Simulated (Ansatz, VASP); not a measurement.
## RbBr in VASP and in Ansatz

```
CELL_PARAMETERS angstrom
0.00000 3.41511 3.41511
3.41511 0.00000 3.41511
3.41511 3.41511 0.00000
ATOMIC_POSITIONS crystal
Rb 0.00000 0.00000 0.00000
Br 0.50000 0.50000 0.50000
```

Alike in both runs: functional r2SCAN; k mesh 8 × 8 × 8; occupations fermi-dirac, width 0.02 eV; no spin polarisation.

Ansatz relaxed the structure, and its values are those at the end. VASP's run is a single point on that final structure, the one shown.

|  | VASP | Ansatz |
| --- | --- | --- |
| version | VASP 6.6.1 | Ansatz 0.2.0 |
| potentials or method | VASP PAW PBE potentials, release 64 (Rb_sv, Br), cutoff 520 eV | PAW plane waves |
| valence electrons in the cell | 16 | 16 |

|  | VASP | Ansatz | Ansatz less VASP |
| --- | --- | --- | --- |
| gap on the k mesh at the Fermi level (eV) | 5.00 | 5.00 | 0.000 |
| pressure (GPa) | 0.7 | 0.7 | -0.02 |

VASP's potentials were made for PBE, not for r2SCAN. Ansatz's warnings: stress scf threshold loose.
